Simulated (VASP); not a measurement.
**SiC (flat sheet): single point with PBE**

Wire: SiC (flat sheet), a wire with vacuum.

```xyz
24
Lattice="14.4000 0.0000 0.0000 0.0000 14.7000 0.0000 0.0000 0.0000 5.3635" Properties=species:S:1:pos:R:3 pbc="T T T"
Si   10.1570    7.3500    3.5756
Si    8.6785    9.9109    3.5756
Si    9.7609    8.8285    0.8939
Si    5.7215    9.9109    3.5756
Si    7.2000   10.3070    0.8939
Si    4.2430    7.3500    3.5756
Si    4.6391    8.8285    0.8939
Si    5.7215    4.7891    3.5756
Si    4.6391    5.8715    0.8939
Si    8.6785    4.7891    3.5756
Si    7.2000    4.3930    0.8939
Si    9.7609    5.8715    0.8939
C     9.7609    8.8285    4.4696
C    10.1570    7.3500    1.7878
C     7.2000   10.3070    4.4696
C     8.6785    9.9109    1.7878
C     4.6391    8.8285    4.4696
C     5.7215    9.9109    1.7878
C     4.6391    5.8715    4.4696
C     4.2430    7.3500    1.7878
C     7.2000    4.3930    4.4696
C     5.7215    4.7891    1.7878
C     9.7609    5.8715    4.4696
C     8.6785    4.7891    1.7878
```

```json
{"Program": "VASP 6.6.1", "Task": "single point", "Functional": "PBE", "Potentials or basis": "VASP PAW PBE potentials, release 64 (Si, C)", "Cutoff": "520 eV", "k mesh": "1 × 1 × 9", "Occupations": "gaussian, width 0.05 eV", "Spin": "no spin polarisation"}
```

```
Largest force          : 1.172 eV/Å
Band gap on the k mesh : 0.59 eV, direct
```

Forces in eV/Å, atoms in the order of the input:
```
Si  -0.412  0.000 -0.439
Si  -0.206 -0.355 -0.439
Si  -0.354 -0.206 -0.435
Si   0.206 -0.355 -0.439
Si   0.000 -0.412 -0.437
Si   0.412  0.000 -0.439
Si   0.354 -0.206 -0.435
Si   0.206  0.355 -0.439
Si   0.354  0.206 -0.435
Si  -0.206  0.355 -0.439
Si   0.000  0.412 -0.437
Si  -0.354  0.206 -0.435
C    0.942  0.543  0.437
C    1.083  0.000  0.443
C    0.000  1.082  0.434
C    0.544  0.936  0.436
C   -0.942  0.543  0.437
C   -0.544  0.936  0.436
C   -0.942 -0.543  0.437
C   -1.083  0.000  0.443
C    0.000 -1.082  0.434
C   -0.544 -0.936  0.436
C    0.942 -0.543  0.437
C    0.544 -0.936  0.436
```

Levels at points of the mesh, in eV from the valence-band top:
```tsv
k point	band 44	band 45	band 46	band 47	band 48	band 49	band 50	band 51	band 52	band 53
(0.00, 0.00, 0.00)	-0.82	-0.64	-0.64	0.00	0.00	0.59	1.56	1.56	2.30	2.31
```

Wall time 9.9 min on 1 thread of Intel(R) Xeon(R) 6975P-C (Granite Rapids), with other jobs on the host, peak memory 0.97 GiB.
